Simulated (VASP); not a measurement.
Set up this calculation in VASP 6.6.1, as the native input.

```
Task                   : single point
Functional             : PBE
Potentials or basis    : VASP PAW PBE potentials, release 64 (Mo_sv, Ru_pv)
Cutoff                 : 520 eV
k mesh                 : 18 × 18 × 2
Occupations            : gaussian, width 0.1 eV
Spin                   : no spin polarisation
Dipole correction      : no
Further INCAR settings : ALGO = Fast; EDIFF = 1e-06; NBANDS = 81
```

The structure of Mo2Ru3 lies in POSCAR:

```
Mo2Ru3
1.0
    2.7645907131     -0.0000000289      0.0000000000
   -1.3822953316      2.3942058031      0.0000000000
    0.0000000000      0.0000000000     22.0135456000
Mo Ru
4 6
Direct
    0.3333333333      0.6666666667      0.6487150000
    0.3333333333      0.6666666667      0.8512850000
    0.6666666667      0.3333333333      0.1487150000
    0.6666666667      0.3333333333      0.3512850000
    0.3333333333      0.6666666667      0.0495970000
    0.3333333333      0.6666666667      0.2500000000
    0.3333333333      0.6666666667      0.4504030000
    0.6666666667      0.3333333333      0.7500000000
    0.6666666667      0.3333333333      0.9504030000
    0.6666666667      0.3333333333      0.5495970000
```

These files were run (other wordings do the same):

INCAR

```
PREC = Accurate
ENCUT = 520
EDIFF = 1E-6
ISMEAR = 0
SIGMA = 0.1
LREAL = F
LASPH = T
NELM = 80
ALGO = Fast
ISIF = 2
LWAVE = F
LCHARG = F
GGA = PE
NBANDS = 81
```

KPOINTS

```
regular mesh
0
Gamma
  18 18 2
```

Potentials or basis: VASP PAW PBE potentials, release 64 (Mo_sv, Ru_pv).

Command:

```bash
$ cat potpaw_PBE.64/Mo_sv/POTCAR potpaw_PBE.64/Ru_pv/POTCAR > POTCAR
$ mpirun -np 1 vasp_std > vasp.out
```

Results of the run:

```json
{"Pressure": "0.2 GPa", "Largest force": "0.016 eV/Å", "Band gap on the k mesh": "zero (bands 70 and 71 overlap by 2.31 eV)"}
```

Run time: 21 min on 1 thread of AMD EPYC 9R45 96-Core Processor (Zen 5), on a shared host, peak memory 0.7 GiB.
